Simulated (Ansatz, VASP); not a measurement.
**One calculation of ScAlN2, two programs**

Contents of INCAR:

```
  ALGO = Normal
  EDIFF = 1E-7
  ENCUT = 520
  GGA = PE
  ISIF = 2
  ISMEAR = 0
  ISPIN = 2
  LASPH = T
  LCHARG = T
  LELF = T
  LMAXMIX = 4
  LORBIT = 11
  LREAL = F
  LVHAR = T
  LWAVE = F
  MAGMOM = 0 0 1 1
  NBANDS = 24
  NELM = 150
  PREC = Accurate
  SIGMA = 0.1
```

Contents of KPOINTS:

```
k-points
0
Gamma
  6 6 4
```

The input POSCAR:

```
ScAlN2
1.0
    3.6042855885      0.0000000000      0.0000000000
   -1.8021427943      3.1214028822      0.0000000000
    0.0000000000      0.0000000000      5.5760190188
Sc Al N
1 1 2
Direct
    0.0000000000      0.0000000000      0.0000000000
    0.0000000000      0.0000000000      0.5000000000
    0.3333333333      0.6666666667      0.5000000000
    0.6666666667      0.3333333333      0.5000000000
```

Input for Ansatz:

```yaml
crystal:
  lattice:
    - [3.6042855885, 0.0, 0.0]
    - [-1.8021427943, 3.1214028822, 0.0]
    - [0.0, 0.0, 5.5760190188]
  atoms:
    - { symbol: Sc, position: [0.0, 0.0, 0.0] }
    - { symbol: Al, position: [0.0, 0.0, 0.5] }
    - { symbol: "N", position: [0.3333333333, 0.6666666667, 0.5], spin: 1.0 }
    - { symbol: "N", position: [0.6666666667, 0.3333333333, 0.5], spin: 1.0 }
basis:
  ecutwfc: 420
kpoints:
  mp_grid: { grid: [6, 6, 4] }
hamiltonian:
  xc: pbe
scf:
  occupations: { method: gaussian, width: 0.1 }
  lower_state_search: "off"
output:
  forces: true
  stress: true
  eigenvalues: true
  populations: true
magnetization:
  spin_polarized: true
```

Alike in both runs: task single point; functional PBE; k mesh 6 × 6 × 4; occupations gaussian, width 0.1 eV; collinear spin.

|  | VASP | Ansatz |
| --- | --- | --- |
| version | VASP 6.6.1 | Ansatz 0.2.0 |
| potentials or method | VASP PAW PBE potentials, release 64 (Sc_sv, Al, N), cutoff 520 eV | scalar-relativistic, plane waves, PAW |
| valence electrons in the cell | 24 | 24 |

|  | VASP | Ansatz | Ansatz less VASP |
| --- | --- | --- | --- |
| gap on the k mesh at the Fermi level (eV) | none | none | - |
| pressure (GPa) | -0.2 | 0.0 | +0.12 |
| traceless stress, the component that is largest in VASP (GPa) | -0.02 | -0.08 | -0.060 |
| net moment per atom (μB) | 0.00 | 0.01 | +0.008 |
| size of the moment on the site where the two differ most (μB) | 0.00 | 0.09 | +0.092 |

Site moments also hang on the region over which each program counts them. A gap of «none» marks a metal or a gap that the smearing closes. With one functional, cell and mesh, what is left measures potentials, basis and numerics. Ansatz's warnings: seeded moment not kept.
